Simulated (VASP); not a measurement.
# MgO (P6_3mc) in VASP: a series of runs, part 2 of 2

VASP 6.6.1. Earlier steps stand in the parts before.

### Step 3. Single point, PBEsol

This run uses another cell than the first one, of 11.80 Å³/atom, 0.995 times its volume.

Contents of INCAR:

```
SYSTEM = MgO
ALGO     = Normal         ! electronic algorithm
EDIFF    = 1E-6           ! SCF threshold, eV
ENCUT    = 520            ! plane-wave cutoff, eV
GGA      = PS             ! functional
ISIF     = 2              ! what is computed and relaxed
ISMEAR   = 0              ! smearing method
LASPH    = .TRUE.         ! aspherical terms in the spheres
LCHARG   = .FALSE.        ! write CHGCAR
LREAL    = .FALSE.        ! projectors in reciprocal space
LWAVE    = .FALSE.        ! write WAVECAR
NBANDS   = 16             ! bands
NELM     = 80             ! most SCF steps
PREC     = Accurate       ! precision mode
SIGMA    = 0.1            ! smearing width, eV
```

Contents of KPOINTS:

```
k-points
0
G
  6 6 4
  0 0 0
```

Contents of POSCAR:

```
MgO
1.0
    3.2405760000      0.0000000000      0.0000000000
   -1.6202880000      2.8064211400      0.0000000000
    0.0000000000      0.0000000000      5.1917194900
Mg O
2 2
Direct
    0.3333333300      0.6666666700      0.5000000000
    0.6666666700      0.3333333300      0.0000000000
    0.6666666700      0.3333333300      0.3790100000
    0.3333333300      0.6666666700      0.8790100000
```

Potentials or basis: VASP PAW PBE potentials, release 64 (Mg, O).

Command:

```console
> cat potpaw_PBE.64/Mg/POTCAR potpaw_PBE.64/O/POTCAR > POTCAR
> mpirun -np 1 vasp_std > vasp.out
```

OUTCAR:

```text
SYSTEM = MgO
   EDIFF = 1E-6
   ENCUT = 520
   GGA = PS
   ISIF = 2
   ISMEAR = 0
   LASPH = .TRUE.
   LREAL = .FALSE.
   NELM = 80
   PREC = Accurate

 ion  position               nearest neighbor table
   1  0.333  0.667  0.500-   4 1.97   3 1.97   3 1.97   3 1.97   2 3.20   2 3.20   2 3.20   2 3.20
                             2 3.20   2 3.20
   2  0.667  0.333  0.000-   3 1.97   4 1.97   4 1.97   4 1.97   1 3.20   1 3.20   1 3.20   1 3.20
                             1 3.20   1 3.20
   3  0.667  0.333  0.379-   2 1.97   1 1.97   1 1.97   1 1.97
   4  0.333  0.667  0.879-   1 1.97   2 1.97   2 1.97   2 1.97

  LATTYP: Found a hexagonal cell.
 ALAT       =     3.2405760000
 C/A-ratio  =     1.6020977413

  Lattice vectors:

 A1 = (   3.2405760000,   0.0000000000,   0.0000000000)
 A2 = (  -1.6202880000,   2.8064211400,   0.0000000000)
 A3 = (   0.0000000000,   0.0000000000,   5.1917194900)

Analysis of symmetry for initial positions (statically):
=====================================================================
 Subroutine PRICEL returns:
 Original cell was already a primitive cell.

 Routine SETGRP: Setting up the symmetry group for a
 hexagonal supercell.

 Subroutine GETGRP returns: Found 12 space group operations
 (whereof  6 operations were pure point group operations)
 out of a pool of 24 trial point group operations.

The static configuration has the point symmetry C_3v.
 The point group associated with its full space group is C_6v.

Analysis of symmetry for dynamics (positions and initial velocities):
=====================================================================
 Subroutine PRICEL returns:
 Original cell was already a primitive cell.

 Routine SETGRP: Setting up the symmetry group for a
 hexagonal supercell.

[... 122 lines left out ...]
   IALGO  =     38    algorithm
   IMIX   =      4    mixing-type and parameters
     AMIX     =   0.40;   BMIX     =  1.00
     AMIX_MAG =   1.60;   BMIX_MAG =  1.00
  volume/ion in A,a.u.               =      11.80        79.66
  Fermi-wavevector in a.u.,A,eV,Ry     =   1.141351  2.156842 17.724080  1.302683
  Thomas-Fermi vector in A             =   2.278052
   LORBIT       =      0    0 simple, 1 ext, 2 COOP (PROOUT), +10 PAW based schemes
   GGA     = PS    functional components
   LHFCALC =     F    Hartree Fock is set to
   AEXX    =    0.0000 exact exchange contribution
   IVDW    =     0    specifies the selected vdW correction
   LEPSILON=     F    determine dielectric tensor
   LRPA    =     F    only Hartree local field effects (RPA)
 non-spin polarized calculation
 Gauss-broadening in eV      SIGMA  =   0.10
  energy-cutoff  :      520.00
  volume of cell :       47.22
 maximum number of plane-waves:      1296
   NGX = 13   NGY = 13   NGZ = 19

 number of electron      16.0000008 magnetization

 Free energy of the ion-electron system (eV)
  ---------------------------------------------------
  ext. energy  EPLUGINS =         0.00000000
  ---------------------------------------------------
  free energy    TOTEN  =       -24.53057409 eV

  energy without entropy =      -24.53057409  energy(sigma->0) =      -24.53057409

 E-fermi :   1.1940     XC(G=0):  -9.9760

 val. band max:        0.7593034440   @ k =   0.0000   0.0000   0.0000
 cond. band min:       4.3616423361   @ k =   0.0000   0.0000   0.0000
 fundamental gap:      3.6023388921
 Fermi energy:         1.1939997036

 k-point     1 :       0.0000    0.0000    0.0000
  band No.  band energies     occupation
      1     -15.1682      2.00000
      2     -14.4363      2.00000
      3      -2.4226      2.00000
      4       0.4274      2.00000
      5       0.4274      2.00000
      6       0.6689      2.00000
[... 376 lines left out ...]
      3      -1.5568      2.00000
      4      -1.5568      2.00000
      5      -1.1417      2.00000
      6      -1.1417      2.00000
[... 8 lines left out ...]
     15      16.5621      0.00000
     16      16.5621      0.00000

------------------------ aborting loop because EDIFF is reached ----------------------------------------

  FORCE on cell =-STRESS in cart. coord.  units (eV):
  Direction    XX          YY          ZZ          XY          YZ          ZX
  --------------------------------------------------------------------------------------
  -------------------------------------------------------------------------------------
  Total        0.4580415      0.4580415      0.0300473      0.0000000      0.0000000      0.0000000
  in kB       15.5427952     15.5427953      1.0196008      0.0000000      0.0000000      0.0000000
  external PRESSURE =      10.7017304 kB  Pullay stress =       0.0000000 kB

 VOLUME and BASIS-vectors are now :
 -----------------------------------------------------------------------------
  energy-cutoff  :      520.00
  volume of cell :       47.22
      direct lattice vectors                 reciprocal lattice vectors
     3.240576000  0.000000000  0.000000000     0.308587115  0.178162854  0.000000000
    -1.620288000  2.806421140  0.000000000     0.000000000  0.356325708  0.000000000
     0.000000000  0.000000000  5.191719490     0.000000000  0.000000000  0.192614413

 POSITION                                       TOTAL-FORCE (eV/Angst)
 -----------------------------------------------------------------------------------
     -0.00000      1.87095      2.59586         0.000000     -0.000000     -0.167517
      1.62029      0.93547      0.00000         0.000000     -0.000000     -0.167517
      1.62029      0.93547      1.96771         0.000000      0.000000      0.167517
     -0.00000      1.87095      4.56357        -0.000000      0.000000      0.167517
 -----------------------------------------------------------------------------------
    total drift:                                0.000003     -0.000001      0.001396

  FREE ENERGIE OF THE ION-ELECTRON SYSTEM (eV)
  ---------------------------------------------------
  free  energy   TOTEN  =       -24.5305740860 eV

  energy  without entropy=      -24.5305740860  energy(sigma->0) =      -24.53057409
```

OSZICAR:

```text
N       E                     dE             d eps       ncg     rms          rms(c)
DAV:   1     0.580054425735E+02    0.58005E+02   -0.73368E+03   672   0.875E+02
DAV:   2    -0.245196466547E+02   -0.82525E+02   -0.75459E+02   880   0.194E+02
DAV:   3    -0.284287854075E+02   -0.39091E+01   -0.38982E+01   792   0.436E+01
DAV:   4    -0.284454132890E+02   -0.16628E-01   -0.16628E-01   808   0.328E+00
DAV:   5    -0.284454954927E+02   -0.82204E-04   -0.82204E-04   824   0.222E-01    0.110E+01
DAV:   6    -0.246351354206E+02    0.38104E+01   -0.10876E+01   672   0.246E+01    0.382E+00
DAV:   7    -0.245609746252E+02    0.74161E-01   -0.16722E-01   672   0.324E+00    0.216E+00
DAV:   8    -0.245325267081E+02    0.28448E-01   -0.91750E-02   728   0.326E+00    0.487E-01
DAV:   9    -0.245302811802E+02    0.22455E-02   -0.30723E-03   816   0.493E-01    0.177E-01
DAV:  10    -0.245305686359E+02   -0.28746E-03   -0.78755E-04   696   0.198E-01    0.136E-02
DAV:  11    -0.245305748191E+02   -0.61832E-05   -0.15415E-05   888   0.255E-02    0.136E-02
DAV:  12    -0.245305740860E+02    0.73311E-06   -0.31576E-06   680   0.156E-02
   1 F= -.24530574E+02 E0= -.24530574E+02  d E =-.247191E-11
```

stdout:

```text
POSCAR found type information on POSCAR MgO
 POSCAR found :  2 types and       4 ions
 scaLAPACK will be used
 -----------------------------------------------------------------------------
|                                                                             |
|                                                                             |
|     You enforced a specific xc type in the INCAR file but a different       |
|     I HOPE YOU KNOW WHAT YOU ARE DOING!                                     |
|                                                                             |
 -----------------------------------------------------------------------------

 LDA part: xc-table for (Slater+PW92), standard interpolation
 POSCAR, INCAR and KPOINTS ok, starting setup
 FFT: planning ... GRIDC
 FFT: planning ... GRID_SOFT
 FFT: planning ... GRID
 WAVECAR not read
 entering main loop
```

Wall time 8.8 s (1 thread of Intel Xeon Platinum 8559C (Emerald Rapids), shared host); peak memory 0.15 GiB.

What came out:

```
Free energy            : -24.5306 eV
Pressure               : 1.1 GPa
Largest force          : 0.168 eV/Å
Band gap on the k mesh : 3.60 eV, direct
```

Forces in eV/Å, atoms in the order of the input:
```
Mg   0.000  0.000 -0.168
Mg   0.000  0.000 -0.168
O    0.000  0.000  0.168
O    0.000  0.000  0.168
```

Levels at points of the mesh, in eV from the valence-band top:
```tsv
k point	band 6	band 7	band 8	band 9	band 10	band 11
(0.00, 0.00, 0.00)	-0.09	-0.09	0.00	3.60	8.59	10.05
(0.50, 0.00, 0.00)	-0.88	-0.67	-0.26	7.90	8.00	9.35
(0.00, 0.00, 0.50)	-0.21	-0.21	-0.21	6.01	6.01	12.93
(0.50, 0.00, 0.50)	-0.61	-0.59	-0.59	7.41	7.41	10.91
```

Caveat: the PAW data sets were made with another functional, which shifts forces and pressure a little.
